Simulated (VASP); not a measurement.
# AlRu (Cmmm) in VASP: notebook, part 2 of 2

VASP 6.6.1. Earlier steps stand in the parts before.

## (4) Single point, PBE (strain +0.0525 x Voigt [0, 0, 0, 0, 1, 0])

INCAR reads:

```
SYSTEM = AlRu
ALGO     = Fast           ! electronic algorithm
EDIFF    = 1E-7           ! SCF threshold, eV
ENCUT    = 520            ! plane-wave cutoff, eV
GGA      = PE             ! functional
ISIF     = 2              ! what is computed and relaxed
ISMEAR   = 0              ! smearing method
LASPH    = .TRUE.         ! aspherical terms in the spheres
LCHARG   = .TRUE.         ! write CHGCAR
LELF     = .TRUE.         ! ELF
LREAL    = .FALSE.        ! projectors in reciprocal space
LVHAR    = .TRUE.       
LWAVE    = .FALSE.        ! write WAVECAR
NBANDS   = 16             ! bands
NELM     = 60             ! most SCF steps
PREC     = Accurate       ! precision mode
SIGMA    = 0.15           ! smearing width, eV
```

KPOINTS reads:

```
k-points
0
G
  16 16 16
  0 0 0
```

POSCAR reads:

```
AlRu
1.0
    2.9916000000      0.0000000000      0.0785295000
    0.0000000000      2.9916000000      0.0000000000
    0.0785295000      0.0000000000      2.9916000000
Al Ru
1 1
Direct
    0.0000000000      0.0000000000      0.0000000000
    0.5000000000      0.5000000000      0.5000000000
```

Potentials or basis: VASP PAW PBE potentials, release 64 (Al, Ru_pv).

Started as:

```sh
cat potpaw_PBE.64/Al/POTCAR potpaw_PBE.64/Ru_pv/POTCAR > POTCAR
mpirun -np 1 vasp_std > vasp.out
```

OUTCAR:

```text
SYSTEM = AlRu
   EDIFF = 1E-7
   ENCUT = 520
   GGA = PE
   ISIF = 2
   ISMEAR = 0
   LASPH = .TRUE.
   LREAL = .FALSE.
   NELM = 60
   PREC = Accurate

 ion  position               nearest neighbor table
   1  0.000  0.000  0.000-   2 2.55   2 2.55   2 2.55   2 2.55   2 2.64   2 2.64   2 2.64   2 2.64

   2  0.500  0.500  0.500-   1 2.55   1 2.55   1 2.55   1 2.55   1 2.64   1 2.64   1 2.64   1 2.64

  LATTYP: Found a base centered orthorhombic cell.
 ALAT       =     4.1197038092
 B/A-ratio  =     1.0539152760
 C/A-ratio  =     0.7261687098

  Lattice vectors:

 A1 = (  -2.9916000000,   0.0000000000,  -0.0785295000)
 A2 = (   0.0785295000,   0.0000000000,   2.9916000000)
 A3 = (   0.0000000000,   2.9916000000,   0.0000000000)

Analysis of symmetry for initial positions (statically):
=====================================================================
 Subroutine PRICEL returns:
 Original cell was already a primitive cell.

 Routine SETGRP: Setting up the symmetry group for a
 base centered orthorhombic supercell.

 Subroutine GETGRP returns: Found  8 space group operations
 (whereof  8 operations were pure point group operations)
 out of a pool of  8 trial point group operations.

The static configuration has the point symmetry D_2h.

Analysis of symmetry for dynamics (positions and initial velocities):
=====================================================================
 Subroutine PRICEL returns:
 Original cell was already a primitive cell.

 Routine SETGRP: Setting up the symmetry group for a
 base centered orthorhombic supercell.

 Subroutine GETGRP returns: Found  8 space group operations
 (whereof  8 operations were pure point group operations)
 out of a pool of  8 trial point group operations.

The dynamic configuration has the point symmetry D_2h.

 Subroutine INISYM returns: Found  8 space group operations
 (whereof  8 operations are pure point group operations),
 and found     1 'primitive' translations

[... 112 lines left out ...]
   IMIX   =      4    mixing-type and parameters
     AMIX     =   0.40;   BMIX     =  1.00
     AMIX_MAG =   1.60;   BMIX_MAG =  1.00
  volume/ion in A,a.u.               =      13.38        90.28
  Fermi-wavevector in a.u.,A,eV,Ry     =   1.407410  2.659620 26.950472  1.980804
  Thomas-Fermi vector in A             =   2.529672
   LORBIT       =      0    0 simple, 1 ext, 2 COOP (PROOUT), +10 PAW based schemes
   GGA     = PE    functional components
   LHFCALC =     F    Hartree Fock is set to
   AEXX    =    0.0000 exact exchange contribution
   IVDW    =     0    specifies the selected vdW correction
   LEPSILON=     F    determine dielectric tensor
   LRPA    =     F    only Hartree local field effects (RPA)
 non-spin polarized calculation
 RMM-DIIS sequential band-by-band and
 Gauss-broadening in eV      SIGMA  =   0.15
  energy-cutoff  :      520.00
  volume of cell :       26.76
 maximum number of plane-waves:       746
   NGX = 11   NGY = 11   NGZ = 11

 number of electron      16.9999996 magnetization

 Free energy of the ion-electron system (eV)
  ---------------------------------------------------
  ext. energy  EPLUGINS =         0.00000000
  ---------------------------------------------------
  free energy    TOTEN  =       -14.23421609 eV

  energy without entropy =      -14.21537258  energy(sigma->0) =      -14.22479434

 E-fermi :  10.7380     XC(G=0): -12.5680

 val. band max:       10.7363556520   @ k =  -0.4375   0.2500   0.3750
 cond. band min:      10.7388019149   @ k =  -0.3750   0.3750   0.3750
 fundamental gap:      0.0024462629
 Fermi energy:        10.7379887895

 k-point     1 :       0.0000    0.0000    0.0000
  band No.  band energies     occupation
      1     -31.0454      2.00000
      2     -31.0425      2.00000
      3     -31.0284      2.00000
      4       1.0496      2.00000
      5       7.1493      2.00000
      6       7.1757      2.00000
[... 433 lines left out ...]
      3     -31.0221      2.00000
      4       3.0532      2.00000
      5       7.0781      2.00000
      6       7.7986      2.00000
[... 8 lines left out ...]
     15      24.7765      0.00000
     16      25.0782      0.00000

 [... further k-points ...]

------------------------ aborting loop because EDIFF is reached ----------------------------------------

  FORCE on cell =-STRESS in cart. coord.  units (eV):
  Direction    XX          YY          ZZ          XY          YZ          ZX
  --------------------------------------------------------------------------------------
  -------------------------------------------------------------------------------------
  Total        0.5238898      0.5325045      0.5238898      0.0000000      0.0000000     -1.1385130
  in kB       31.3717936     31.8876621     31.3717936      0.0000000      0.0000000    -68.1769147
  external PRESSURE =      31.5437498 kB  Pullay stress =       0.0000000 kB

 VOLUME and BASIS-vectors are now :
 -----------------------------------------------------------------------------
  energy-cutoff  :      520.00
  volume of cell :       26.76
      direct lattice vectors                 reciprocal lattice vectors
     2.991600000  0.000000000  0.078529500     0.334499779  0.000000000 -0.008780619
     0.000000000  2.991600000  0.000000000     0.000000000  0.334269287  0.000000000
     0.078529500  0.000000000  2.991600000    -0.008780619  0.000000000  0.334499779

 POSITION                                       TOTAL-FORCE (eV/Angst)
 -----------------------------------------------------------------------------------
      0.00000      0.00000      0.00000         0.000000      0.000000      0.000000
      1.53506      1.49580      1.53506        -0.000000      0.000000      0.000000
 -----------------------------------------------------------------------------------
    total drift:                                0.000000     -0.000000     -0.000000

  FREE ENERGIE OF THE ION-ELECTRON SYSTEM (eV)
  ---------------------------------------------------
  free  energy   TOTEN  =       -14.2342160949 eV

  energy  without entropy=      -14.2153725822  energy(sigma->0) =      -14.22479434
```

OSZICAR:

```text
N       E                     dE             d eps       ncg     rms          rms(c)
DAV:   1     0.115981238465E+03    0.11598E+03   -0.91862E+03 21496   0.987E+02
DAV:   2    -0.130054251505E+02   -0.12899E+03   -0.12290E+03 24672   0.292E+02
DAV:   3    -0.148883923350E+02   -0.18830E+01   -0.18772E+01 27160   0.368E+01
DAV:   4    -0.149021410690E+02   -0.13749E-01   -0.13731E-01 26176   0.332E+00
DAV:   5    -0.149023403741E+02   -0.19931E-03   -0.19892E-03 25744   0.384E-01    0.122E+01
RMM:   6    -0.143175647502E+02    0.58478E+00   -0.19918E+00 21513   0.110E+01    0.238E+00
RMM:   7    -0.142484704219E+02    0.69094E-01   -0.12569E-01 22175   0.287E+00    0.199E+00
RMM:   8    -0.142343784962E+02    0.14092E-01   -0.14795E-02 23272   0.914E-01    0.188E-01
RMM:   9    -0.142342195471E+02    0.15895E-03   -0.10825E-03 24034   0.278E-01    0.122E-01
RMM:  10    -0.142342162388E+02    0.33084E-05   -0.12591E-04 25187   0.104E-01    0.209E-02
RMM:  11    -0.142342167708E+02   -0.53199E-06   -0.31679E-05 25264   0.490E-02    0.195E-02
RMM:  12    -0.142342162958E+02    0.47499E-06   -0.81850E-06 26361   0.252E-02    0.112E-02
RMM:  13    -0.142342164508E+02   -0.15503E-06   -0.16857E-06 25284   0.122E-02    0.728E-03
RMM:  14    -0.142342160752E+02    0.37562E-06   -0.11164E-06 24528   0.930E-03    0.439E-03
RMM:  15    -0.142342160949E+02   -0.19749E-07   -0.20012E-07 18374   0.387E-03
   1 F= -.14234216E+02 E0= -.14224794E+02  d E =-.188435E-01
```

Wall time 4.9 min (1 thread of Intel Xeon 8259CL, shared host); peak memory 0.37 GiB.

What came out:

* Free energy: -14.2342 eV
* Pressure: 3.2 GPa
* Band gap on the k mesh: zero (an odd number of electrons rules out a gap without spin polarisation)

Stress tensor (GPa, compression positive):
```
 3.14  0.00 -6.82
 0.00  3.19  0.00
-6.82  0.00  3.14
```

Caveat: the cell differs from its parent crystal (strain +0.0525 x Voigt [0, 0, 0, 0, 1, 0]); the cell stands under pressure.

## (5) Summary

| cell | further INCAR settings | gap on the mesh (eV) | pressure (GPa) |
| --- | --- | --- | --- |
| a = 2.993, b = 2.992 Å, angles 90.0, 93.4, 90.0°, 2 atoms | ALGO = Fast; EDIFF = 1e-06; NBANDS = 16 | none | 3.3 |
| a = 2.992, b = 2.992 Å, angles 90.0, 87.4, 90.0°, 2 atoms | ALGO = Fast; EDIFF = 1e-06; NBANDS = 16 | none | 3.0 |
| a = 2.993, b = 2.992 Å, angles 90.0, 87.0, 90.0°, 2 atoms | ALGO = Fast; EDIFF = 1e-07; NBANDS = 16 | none | 3.2 |

Alike in all rows: task single point; level PBE; potentials or basis VASP PAW PBE potentials, release 64 (Al, Ru_pv); no spin polarisation; k mesh 16 × 16 × 16; cutoff (eV) 520; smearing gaussian 0.15 eV.

Caveats: the cell stands under pressure (at least some runs).

Total energies depend on the potentials used, so only differences within one code and one set of settings carry meaning.
